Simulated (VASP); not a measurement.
A run of VASP 6.6.1:

INCAR

```
SYSTEM = B2SbP3
ALGO     = Normal         ! electronic algorithm
EDIFF    = 1E-6           ! SCF threshold, eV
ENCUT    = 520            ! plane-wave cutoff, eV
GGA      = PE             ! functional
ISIF     = 2              ! what is computed and relaxed
ISMEAR   = 0              ! smearing method
LASPH    = .TRUE.         ! aspherical terms in the spheres
LCHARG   = .TRUE.         ! write CHGCAR
LELF     = .TRUE.         ! ELF
LREAL    = .FALSE.        ! projectors in reciprocal space
LVHAR    = .TRUE.       
LWAVE    = .FALSE.        ! write WAVECAR
NBANDS   = 22             ! bands
NELM     = 60             ! most SCF steps
PREC     = Accurate       ! precision mode
SIGMA    = 0.1            ! smearing width, eV
```

The input KPOINTS:

```
k-points
0
G
  6 6 4
  0 0 0
```

Contents of POSCAR:

```
B2SbP3
1.0
    4.7053713600      0.0000000000      0.0000000000
   -2.3526856800      4.0749711300      0.0000000000
    0.0000000000      0.0000000000      6.5055137200
B Sb P
2 1 3
Direct
    0.3333333300      0.6666666700      0.4702565000
    0.6666666700      0.3333333300      0.4702565000
    0.0000000000      0.0000000000      0.5411112300
    0.3333333300      0.6666666700      0.8737569600
    0.6666666700      0.3333333300      0.8737569600
    0.0000000000      0.0000000000      0.2404143900
```

Potentials or basis: VASP PAW PBE potentials, release 64 (B, Sb, P).

Launch:

```console
$ cat potpaw_PBE.64/B/POTCAR potpaw_PBE.64/Sb/POTCAR potpaw_PBE.64/P/POTCAR > POTCAR
$ mpirun -np 1 vasp_std > vasp.out
```

Hardware: 1 thread of AMD EPYC 9R45 96-Core Processor (Zen 5), with other jobs on the host.

Q: How long does it take, and how much memory?

A: Wall time 36 s on 1 thread of AMD EPYC 9R45 96-Core Processor (Zen 5) (shared host), peak memory 0.23 GiB. Counts: scf iterations 14, k points 21.
